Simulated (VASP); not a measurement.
SnSe2, 3 atoms in the cell. It takes space group P-3m1 (No. 164, trigonal). Conventional cell: a = 3.506 Å, b = 3.506 Å, c = 6.137 Å, α = 90.00°, β = 90.00°, γ = 120.00°. Sn (site symmetry -3m) has 6 Se at 2.54 Å and 6 Sn at 3.51 Å within 3.6 Å. Se (site symmetry 3m) has 3 Sn at 2.54 Å and 12 Se at 3.51 to 3.68 Å within 3.7 Å.  This cell differs from its parent crystal: strain -0.080 along x and y, +0.000 along z.

- Program: VASP 6.6.1
- Task: single point
- Functional: PBE
- Dispersion: D3(BJ)
- Potentials or basis: VASP PAW PBE potentials, release 64 (Sn_d, Se)
- Cutoff: 520 eV
- k mesh: 9 × 9 × 6
- Occupations: gaussian, width 0.05 eV
- Spin: no spin polarisation
- Dipole correction: no
- Further INCAR settings: ALGO = Normal; EDIFF = 1e-07; NBANDS = 20

Potentials or basis: VASP PAW PBE potentials, release 64 (Sn_d, Se).

Run with:

```console
$ cat potpaw_PBE.64/Sn_d/POTCAR potpaw_PBE.64/Se/POTCAR > POTCAR
$ mpirun -np 1 vasp_std > vasp.out
```

Hardware: 1 thread of AMD EPYC 9R45 96-Core Processor (Zen 5), on a shared host.

Problem. How long does it take, and how much memory?

Solution. Wall time 59 s on 1 thread of AMD EPYC 9R45 96-Core Processor (Zen 5), on a shared host, peak memory 0.21 GiB. Counts: scf iterations 14, k points 62.
